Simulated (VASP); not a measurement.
# AlN (Fm-3m) in VASP: further runs

AlN is run at these levels: PBEsol+D3(BJ); tasks: single point.

The COD entry that gives the cell may itself be a prediction, so a difference from it is no test against experiment.

All numbers are computed with VASP 6.6.1; they aren't measurements. Logs are shortened: lines on timing, memory, paths and dates and some standing lists are left out, and cuts for length are marked.

### Step 1. The cell of the first run

The structure is cubic, space group Fm-3m (No. 225). The conventional cell has a = 3.990 Å, b = 3.990 Å, c = 3.990 Å, α = 90.00°, β = 90.00°, γ = 90.00°. Al (site symmetry m-3m) has 6 N at 1.99 Å within 2.6 Å. Within 2.6 Å of N (site symmetry m-3m) lie 6 Al at 1.99 Å.

### Step 2. Single point, PBEsol+D3(BJ)

INCAR reads:

```
SYSTEM = AlN
PREC = Accurate
ENCUT = 520
EDIFF = 1E-7
ISMEAR = 0
SIGMA = 0.01
LREAL = .False.
LASPH = .True.
NELM = 60
ALGO = Normal
ISIF = 2
LWAVE = .False.
LCHARG = .False.
GGA = PS
IVDW = 12
NBANDS = 11
```

KPOINTS reads:

```
regular mesh
0
Gamma
  8 8 8
  0 0 0
```

POSCAR reads:

```
AlN
1.0
    0.0000000000      1.9949108661      1.9949108661
    1.9949108661      0.0000000000      1.9949108661
    1.9949108661      1.9949108661      0.0000000000
Al N
1 1
Direct
    0.0000000000      0.0000000000      0.0000000000
    0.5000000000      0.5000000000      0.5000000000
```

Potentials or basis: VASP PAW PBE potentials, release 64 (Al, N).

The run is started by

```console
$ cat potpaw_PBE.64/Al/POTCAR potpaw_PBE.64/N/POTCAR > POTCAR
$ mpirun -np 1 vasp_std > vasp.out
```

OUTCAR:

```text
SYSTEM = AlN
   PREC = Accurate
   ENCUT = 520
   EDIFF = 1E-7
   ISMEAR = 0
   LREAL = .False.
   LASPH = .True.
   NELM = 60
   ISIF = 2
   GGA = PS
   IVDW = 12
 IVDW          = 12

 ion  position               nearest neighbor table
   1  0.000  0.000  0.000-   2 1.99   2 1.99   2 1.99   2 1.99   2 1.99   2 1.99
   2  0.500  0.500  0.500-   1 1.99   1 1.99   1 1.99   1 1.99   1 1.99   1 1.99

  LATTYP: Found a face centered cubic cell.
 ALAT       =     3.9898217322

  Lattice vectors:

 A1 = (   0.0000000000,   1.9949108661,   1.9949108661)
 A2 = (   1.9949108661,   0.0000000000,   1.9949108661)
 A3 = (   1.9949108661,   1.9949108661,   0.0000000000)

Analysis of symmetry for initial positions (statically):
=====================================================================
 Subroutine PRICEL returns:
 Original cell was already a primitive cell.

 Routine SETGRP: Setting up the symmetry group for a
 face centered cubic supercell.

 Subroutine GETGRP returns: Found 48 space group operations
[... 9 lines left out ...]

 Routine SETGRP: Setting up the symmetry group for a
 face centered cubic supercell.

 Subroutine GETGRP returns: Found 48 space group operations
[... 11 lines left out ...]
                                     Primitive cell

  volume of cell :      15.8782

  direct lattice vectors                    reciprocal lattice vectors
     0.000000000  1.994910866  1.994910866    -0.250637765  0.250637765  0.250637765
     1.994910866  0.000000000  1.994910866     0.250637765 -0.250637765  0.250637765
     1.994910866  1.994910866  0.000000000     0.250637765  0.250637765 -0.250637765

  length of vectors
     2.821230003  2.821230003  2.821230003     0.434117343  0.434117343  0.434117343

  position of ions in fractional coordinates (direct lattice)
     0.000000000  0.000000000  0.000000000
     0.500000000  0.500000000  0.500000000

  ion indices of the primitive-cell ions
   primitive index   ion index
                 1           1
                 2           2

----------------------------------------------------------------------------------------

 KPOINTS: regular mesh

Automatic generation of k-mesh.
 Grid dimensions read from file:
 generate k-points for:    8    8    8

 Generating k-lattice:

  Cartesian coordinates                     Fractional coordinates (reciprocal lattice)
    -0.031329721  0.031329721  0.031329721     0.125000000  0.000000000  0.000000000
     0.031329721 -0.031329721  0.031329721     0.000000000  0.125000000  0.000000000
     0.031329721  0.031329721 -0.031329721     0.000000000  0.000000000  0.125000000

  Length of vectors
     0.054264668  0.054264668  0.054264668

  Shift w.r.t. Gamma in fractional coordinates (k-lattice)
     0.000000000  0.000000000  0.000000000

 Subroutine IBZKPT returns following result:
 ===========================================

 Found     29 irreducible k-points:

 Following reciprocal coordinates:
            Coordinates               Weight
  0.000000  0.000000  0.000000      1.000000
  0.125000  0.000000  0.000000      8.000000
  0.250000  0.000000  0.000000      8.000000
  0.375000  0.000000  0.000000      8.000000
  0.500000  0.000000  0.000000      4.000000
  0.125000  0.125000  0.000000      6.000000
[... 16 lines left out ...]
  0.500000  0.250000  0.125000     48.000000
 -0.375000  0.250000  0.125000     24.000000
 [... further k-points ...]
   k-points           NKPTS =     29   k-points in BZ     NKDIM =     29   number of bands    NBANDS=     11
   number of dos      NEDOS =    301   number of ions     NIONS =      2
   total plane-waves  NPLWV =  13824
   dimension x,y,z NGX =    24 NGY =   24 NGZ =   24
   dimension x,y,z NGXF=    48 NGYF=   48 NGZF=   48
   ions per type =               1   1
   NGX,Y,Z   is equivalent  to a cutoff of  14.14, 14.14, 14.14 a.u.
   NGXF,Y,Z  is equivalent  to a cutoff of  28.28, 28.28, 28.28 a.u.
 SYSTEM =  AlN
   PREC   = accura    normal or accurate (medium, high low for compatibility)
   ISTART =      0    job   : 0-new  1-cont  2-samecut
   ICHARG =      2    charge: 1-file 2-atom 10-const
   ISPIN  =      1    spin polarized calculation?
   LNONCOLLINEAR =      F non collinear calculations
   LSORBIT =      F    spin-orbit coupling
   LASPH  =      T    aspherical Exc in radial PAW
   ENCUT  =  520.0 eV  38.22 Ry    6.18 a.u.   5.25  5.25  5.25*2*pi/ulx,y,z
   NELM   =     60;   NELMIN=  2; NELMDL= -5     # of ELM steps
   EDIFF  = 0.1E-06   stopping-criterion for ELM
   LREAL  =      F    real-space projection
   EDIFFG = 0.1E-05   stopping-criterion for IOM
   NSW    =      0    number of steps for IOM
   IBRION =     -1    ionic relax: 0-MD 1-quasi-New 2-CG
   NFREE  =      0    steps in history (QN), initial steepest desc. (CG)
   ISIF   =      2    stress and relaxation
   ISYM   =      2    0-nonsym 1-usesym 2-fastsym
   POTIM  = 0.5000    time-step for ionic-motion
   TEBEG  =    0.0;   TEEND  =   0.0 temperature during run
   PSTRESS=    0.0 pullay stress
   NELECT =       8.0000    total number of electrons
   NUPDOWN=      -1.0000    fix difference up-down
   EMIN   =  10.00;   EMAX   =-10.00  energy-range for DOS
   EFERMI =   0.00;   METHOD = LEGACY
   ISMEAR =     0;   SIGMA  =   0.01  broadening in eV -4-tet -1-fermi 0-gaus
   EFERMI_NEDOS =   21; number of points for ismear=-14 and -15
   IALGO  =     38    algorithm
   IMIX   =      4    mixing-type and parameters
     AMIX     =   0.40;   BMIX     =  1.00
     AMIX_MAG =   1.60;   BMIX_MAG =  1.00
  volume/ion in A,a.u.               =       7.94        53.58
  Fermi-wavevector in a.u.,A,eV,Ry     =   1.302681  2.461710 23.088776  1.696977
  Thomas-Fermi vector in A             =   2.433733
   LORBIT       =      0    0 simple, 1 ext, 2 COOP (PROOUT), +10 PAW based schemes
   GGA     = PS    functional components
   LHFCALC =     F    Hartree Fock is set to
   AEXX    =    0.0000 exact exchange contribution
   IVDW    =    12    specifies the selected vdW correction
   LEPSILON=     F    determine dielectric tensor
   LRPA    =     F    only Hartree local field effects (RPA)
 non-spin polarized calculation
 Gauss-broadening in eV      SIGMA  =   0.01
  energy-cutoff  :      520.00
  volume of cell :       15.88
 maximum number of plane-waves:       444
 NGX is ok and might be reduce to    24
   NGX = 11   NGY = 11   NGZ = 11

 number of electron       7.9999999 magnetization

 Free energy of the ion-electron system (eV)
  ---------------------------------------------------
  ext. energy  EPLUGINS =         0.00000000
  ---------------------------------------------------
  free energy    TOTEN  =       -15.42441883 eV

  energy without entropy =      -15.42441883  energy(sigma->0) =      -15.42441883

 E-fermi :  10.4967     XC(G=0): -12.6418

 val. band max:       10.4142043403   @ k =   0.0000   0.0000   0.0000
 cond. band min:      15.3564415772   @ k =   0.5000   0.5000   0.0000
 fundamental gap:      4.9422372370
 Fermi energy:        10.4966972124

 k-point     1 :       0.0000    0.0000    0.0000
  band No.  band energies     occupation
      1      -7.5063      2.00000
      2      10.4142      2.00000
      3      10.4142      2.00000
      4      10.4142      2.00000
      5      16.6702      0.00000
      6      22.5644      0.00000
      7      22.5644      0.00000
      8      22.5644      0.00000
      9      27.7536      0.00000
     10      28.3952      0.00000
     11      28.3952      0.00000

 k-point     2 :       0.1250    0.0000    0.0000
  band No.  band energies     occupation
      1      -7.1725      2.00000
      2       8.8979      2.00000
      3      10.2120      2.00000
      4      10.2120      2.00000
      5      17.4747      0.00000
      6      21.4214      0.00000
      7      23.0246      0.00000
      8      23.0246      0.00000
      9      26.5846      0.00000
     10      26.5846      0.00000
     11      29.0392      0.00000

 k-point     3 :       0.2500    0.0000    0.0000
  band No.  band energies     occupation
      1      -6.2195      2.00000
      2       5.9611      2.00000
      3       9.7748      2.00000
      4       9.7748      2.00000
      5      17.5759      0.00000
      6      21.8218      0.00000
      7      22.9140      0.00000
      8      22.9140      0.00000
      9      26.8200      0.00000
     10      26.8200      0.00000
     11      28.0482      0.00000

 k-point     4 :       0.3750    0.0000    0.0000
  band No.  band energies     occupation
      1      -4.8767      2.00000
      2       3.1469      2.00000
      3       9.3922      2.00000
      4       9.3922      2.00000
      5      16.9534      0.00000
      6      22.0075      0.00000
      7      22.0075      0.00000
      8      23.4979      0.00000
      9      27.1161      0.00000
     10      29.4560      0.00000
     11      29.4560      0.00000

 k-point     5 :       0.5000    0.0000    0.0000
  band No.  band energies     occupation
      1      -4.0422      2.00000
      2       1.7861      2.00000
      3       9.2463      2.00000
      4       9.2463      2.00000
      5      16.7111      0.00000
      6      21.6418      0.00000
      7      21.6418      0.00000
      8      24.2658      0.00000
      9      26.8161      0.00000
     10      31.3944      0.00000
     11      31.3944      0.00000

 k-point     6 :       0.1250    0.1250    0.0000
  band No.  band energies     occupation
      1      -7.0625      2.00000
      2       9.0485      2.00000
      3       9.8310      2.00000
      4       9.8310      2.00000
      5      17.9005      0.00000
      6      20.3625      0.00000
      7      23.5835      0.00000
      8      23.5835      0.00000
      9      24.3343      0.00000
     10      28.9133      0.00000
     11      30.7734      0.00000

 k-point     7 :       0.2500    0.1250    0.0000
  band No.  band energies     occupation
      1      -6.3180      2.00000
      2       6.8831      2.00000
      3       9.3110      2.00000
      4       9.3817      2.00000
      5      18.4736      0.00000
      6      19.9466      0.00000
      7      22.1928      0.00000
      8      24.1085      0.00000
      9      25.2030      0.00000
     10      28.7126      0.00000
     11      30.3669      0.00000

 k-point     8 :       0.3750    0.1250    0.0000
  band No.  band energies     occupation
      1      -5.0886      2.00000
      2       4.1648      2.00000
      3       8.7009      2.00000
      4       8.9596      2.00000
      5      17.9073      0.00000
      6      20.8841      0.00000
      7      21.9156      0.00000
      8      23.3138      0.00000
      9      27.1985      0.00000
     10      29.7391      0.00000
     11      30.5522      0.00000
[... 141 lines left out ...]
 k-point    19 :       0.5000    0.3750    0.0000
  band No.  band energies     occupation
      1      -3.2379      2.00000
      2       3.2125      2.00000
      3       6.5817      2.00000
      4       7.6970      2.00000
      5      15.8695      0.00000
      6      17.1001      0.00000
      7      24.1334      0.00000
      8      27.0002      0.00000
      9      27.7655      0.00000
     10      34.4738      0.00000
     11      36.7816      0.00000

 k-point    20 :      -0.3750    0.3750    0.0000
  band No.  band energies     occupation
      1      -2.9636      2.00000
      2       3.5795      2.00000
      3       4.7281      2.00000
      4       7.9959      2.00000
      5      16.4325      0.00000
      6      19.8437      0.00000
      7      23.5055      0.00000
      8      25.5316      0.00000
      9      27.2007      0.00000
     10      32.7776      0.00000
     11      35.8254      0.00000

 k-point    21 :       0.5000    0.5000    0.0000
  band No.  band energies     occupation
      1      -2.9866      2.00000
      2       2.6927      2.00000
      3       7.4863      2.00000
      4       7.4864      2.00000
      5      15.3564      0.00000
      6      15.4793      0.00000
      7      24.8738      0.00000
      8      28.2107      0.00000
      9      28.2107      0.00000
     10      33.9730      0.00000
     11      37.2866      0.00000

 k-point    22 :       0.3750    0.2500    0.1250
  band No.  band energies     occupation
      1      -5.4302      2.00000
      2       5.5850      2.00000
      3       7.7119      2.00000
      4       9.1546      2.00000
      5      19.1769      0.00000
      6      19.5213      0.00000
      7      20.9558      0.00000
      8      24.6528      0.00000
      9      25.8177      0.00000
     10      30.3022      0.00000
     11      32.4267      0.00000

 k-point    23 :       0.5000    0.2500    0.1250
  band No.  band energies     occupation
      1      -4.2192      2.00000
      2       3.7387      2.00000
      3       6.7562      2.00000
      4       8.5942      2.00000
      5      18.9524      0.00000
      6      19.8274      0.00000
      7      21.4976      0.00000
      8      24.0511      0.00000
      9      27.6966      0.00000
     10      30.9026      0.00000
     11      32.8071      0.00000

 k-point    24 :      -0.3750    0.2500    0.1250
  band No.  band energies     occupation
      1      -3.5100      2.00000
      2       2.6914      2.00000
      3       6.5295      2.00000
      4       8.3186      2.00000
      5      19.0293      0.00000
      6      19.2402      0.00000
      7      23.0470      0.00000
      8      23.5326      0.00000
      9      28.8764      0.00000
     10      29.9074      0.00000
     11      33.2484      0.00000

 [... further k-points ...]

------------------------ aborting loop because EDIFF is reached ----------------------------------------

 Edisp (eV)   -0.59690

 E8    (eV) :    -0.3682

  FORCE on cell =-STRESS in cart. coord.  units (eV):
  Direction    XX          YY          ZZ          XY          YZ          ZX
  --------------------------------------------------------------------------------------
  -------------------------------------------------------------------------------------
  Total       0.56112     0.56112     0.56112    -0.00000    -0.00000     0.00000
  in kB      56.61955    56.61955    56.61955    -0.00000    -0.00000     0.00000
  external pressure =       56.62 kB  Pullay stress =        0.00 kB

 VOLUME and BASIS-vectors are now :
 -----------------------------------------------------------------------------
  energy-cutoff  :      520.00
  volume of cell :       15.88
      direct lattice vectors                 reciprocal lattice vectors
     0.000000000  1.994910866  1.994910866    -0.250637765  0.250637765  0.250637765
     1.994910866  0.000000000  1.994910866     0.250637765 -0.250637765  0.250637765
     1.994910866  1.994910866  0.000000000     0.250637765  0.250637765 -0.250637765

 POSITION                                       TOTAL-FORCE (eV/Angst)
 -----------------------------------------------------------------------------------
      0.00000      0.00000      0.00000         0.000000      0.000000      0.000000
      1.99491      1.99491      1.99491        -0.000000     -0.000000     -0.000000
 -----------------------------------------------------------------------------------
    total drift:                               -0.000000     -0.000000      0.000000

  FREE ENERGIE OF THE ION-ELECTRON SYSTEM (eV)
  ---------------------------------------------------
  free  energy   TOTEN  =       -16.0213169917 eV

  energy  without entropy=      -16.0213169917  energy(sigma->0) =      -16.02131699
```

Wall time 2.4 s (1 thread of Intel Xeon 6975P-C (Granite Rapids), shared host); peak memory 0.14 GiB.

What came out:

- Free energy: -16.0213 eV
- Pressure: 5.7 GPa
- Band gap on the k mesh: 4.94 eV, indirect (least direct gap 6.26 eV)
- Dispersion energy per atom: -0.298 eV

Caveat: the PAW data sets were made with another functional, which shifts forces and pressure a little. A k mesh can miss the band edges.

### Step 3. Single point, PBEsol+D3(BJ)

This run uses another cell than the first one, of 8.24 Å³/atom, 1.038 times its volume.

INCAR reads:

```
PREC = Accurate ; ENCUT = 520
EDIFF = 1E-6 ; ISMEAR = 0
SIGMA = 0.01 ; LREAL = F
LASPH = T ; NELM = 60
ALGO = Normal ; ISIF = 2
LWAVE = F ; LCHARG = F
GGA = PS ; IVDW = 12
NBANDS = 11
```

KPOINTS reads:

```
Automatic mesh
0
Gamma
  8 8 8
```

POSCAR reads:

```
AlN
1.0
    0.0000000000      2.0201655834      2.0201655834
    2.0201655834      0.0000000000      2.0201655834
    2.0201655834      2.0201655834      0.0000000000
Al N
1 1
Direct
    0.0000000000      0.0000000000      0.0000000000
    0.5000000000      0.5000000000      0.5000000000
```

Potentials or basis: VASP PAW PBE potentials, release 64 (Al, N).

The run is started by

```console
$ cat potpaw_PBE.64/Al/POTCAR potpaw_PBE.64/N/POTCAR > POTCAR
$ mpirun -np 1 vasp_std > vasp.out
```

Run time: 2.3 s. Hardware: 1 thread of Intel Xeon 6975P-C (Granite Rapids), shared host; peak memory 0.14 GiB.

The run converged. Its results:

| Item | Value |
| --- | --- |
| Free energy | -16.0229 eV |
| Pressure | -4.8 GPa |
| Band gap on the k mesh | 4.58 eV, indirect (least direct gap 5.70 eV) |
| Dispersion energy per atom | -0.287 eV |

Levels at points of the mesh, in eV from the valence-band top:
| k point | band 1 | band 2 | band 3 | band 4 | band 5 | band 6 | band 7 | band 8 |
| --- | --- | --- | --- | --- | --- | --- | --- | --- |
| (0.00, 0.00, 0.00) | -17.57 | 0.00 | 0.00 | 0.00 | 5.70 | 12.03 | 12.03 | 12.03 |
| (0.50, 0.00, 0.00) | -14.26 | -8.38 | -1.10 | -1.10 | 6.06 | 10.92 | 10.92 | 13.29 |
| (0.50, 0.50, 0.00) | -13.26 | -7.46 | -2.83 | -2.83 | 4.58 | 5.13 | 13.99 | 17.20 |

Caveat: the PAW data sets were made with another functional, which shifts forces and pressure a little.

### Step 4. Single point, PBEsol+D3(BJ)

This run uses another cell than the first one, of 8.55 Å³/atom, 1.077 times its volume.

INCAR reads:

```
SYSTEM = AlN
PREC = Accurate
ENCUT = 520
EDIFF = 1E-6
ISMEAR = 0
SIGMA = 0.01
LREAL = .False.
LASPH = .True.
NELM = 60
ALGO = Normal
ISIF = 2
LWAVE = .False.
LCHARG = .False.
GGA = PS
IVDW = 12
NBANDS = 11
```

KPOINTS reads:

```
Automatic mesh
0
Gamma
  8 8 8
  0 0 0
```

POSCAR reads:

```
AlN
1.0
    0.0000000000      2.0448041773      2.0448041773
    2.0448041773      0.0000000000      2.0448041773
    2.0448041773      2.0448041773      0.0000000000
Al N
1 1
Direct
    0.0000000000      0.0000000000      0.0000000000
    0.5000000000      0.5000000000      0.5000000000
```

The run is started by

```console
$ cat potpaw_PBE.64/Al/POTCAR potpaw_PBE.64/N/POTCAR > POTCAR
$ mpirun -np 1 vasp_std > vasp.out
```

Run time: 2.4 s. Hardware: 1 thread of Intel Xeon 6975P-C (Granite Rapids), shared host; peak memory 0.14 GiB.

It converged, with:

| Item | Value |
| --- | --- |
| Free energy | -15.9882 eV |
| Pressure | -13.4 GPa |
| Band gap on the k mesh | 4.23 eV, indirect (least direct gap 5.19 eV) |
| Dispersion energy per atom | -0.277 eV |

Levels at points of the mesh, in eV from the valence-band top:
```tsv
k point	band 2	band 3	band 4	band 5	band 6	band 7
(0.00, 0.00, 0.00)	0.00	0.00	0.00	5.19	11.92	11.92
(0.50, 0.00, 0.00)	-8.15	-1.03	-1.03	5.83	10.63	10.63
(0.50, 0.50, 0.00)	-7.22	-2.73	-2.73	4.23	5.19	13.56
```

Caveat: the PAW data sets were made with another functional, which shifts forces and pressure a little. As with any semilocal functional, this PBEsol gap is likely too small.

### Step 5. Overview

| cell | gap on the mesh (eV) | pressure (GPa) |
| --- | --- | --- |
| a = 2.821 Å, angles 60.0°, 2 atoms | 4.94 | 5.7 |
| a = 2.857 Å, angles 60.0°, 2 atoms | 4.58 | -4.8 |
| a = 2.892 Å, angles 60.0°, 2 atoms | 4.23 | -13.4 |

Alike in all rows: task single point; level PBEsol+D3(BJ); potentials or basis VASP PAW PBE potentials, release 64 (Al, N); no spin polarisation; k mesh 8 × 8 × 8; cutoff (eV) 520; smearing gaussian 0.01 eV.

Caveats: the PAW data sets were made with another functional, which shifts forces and pressure a little.

Absolute energies hang on the potentials; compare differences alone.
